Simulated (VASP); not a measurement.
Input of a VASP 6.6.1 run:

File POSCAR:

```
C
1.0
    0.0000000000      1.7801477551      1.7801477551
    1.7801477551      0.0000000000      1.7801477551
    1.7801477551      1.7801477551      0.0000000000
C
2
Direct
    0.5000000000      0.5000000000      0.5000000000
    0.7500000000      0.7500000000      0.7500000000
```

File INCAR.step1:

```
PREC = Accurate
ENCUT = 520
ISMEAR = -1
SIGMA = 0.05
LREAL = F
LASPH = T
NELM = 100
NBANDS = 11
GGA = PE
ALGO = Normal
EDIFF = 1E-4
LWAVE = T
LCHARG = F
```

INCAR.step2

```
PREC = Accurate
ENCUT = 520
EDIFF = 1E-7
ISMEAR = -1
SIGMA = 0.05
LREAL = F
LASPH = T
NELM = 100
ALGO = Normal
ISIF = 2
LWAVE = F
LCHARG = T
METAGGA = R2SCAN
LMIXTAU = T
LELF = T
LVHAR = T
NBANDS = 11
ISTART = 1
```

Contents of KPOINTS:

```
regular mesh
0
Gamma
  14 14 14
```

Potentials or basis: VASP PAW PBE potentials, release 64 (C).

Command:

```sh
$ cat potpaw_PBE.64/C/POTCAR > POTCAR
$ cp INCAR.step1 INCAR
$ mpirun -np 1 vasp_std > vasp.out
$ cp INCAR.step2 INCAR
$ mpirun -np 1 vasp_std > vasp.out
```

(1) Predict the band gap on the k mesh.

(2) Estimate the pressure.

## Answers

(1) 4.33 eV, indirect (least direct gap 5.85 eV).

(2) 1.1 GPa.

Caveat: the PAW data sets were made with another functional, which shifts forces and pressure a little.
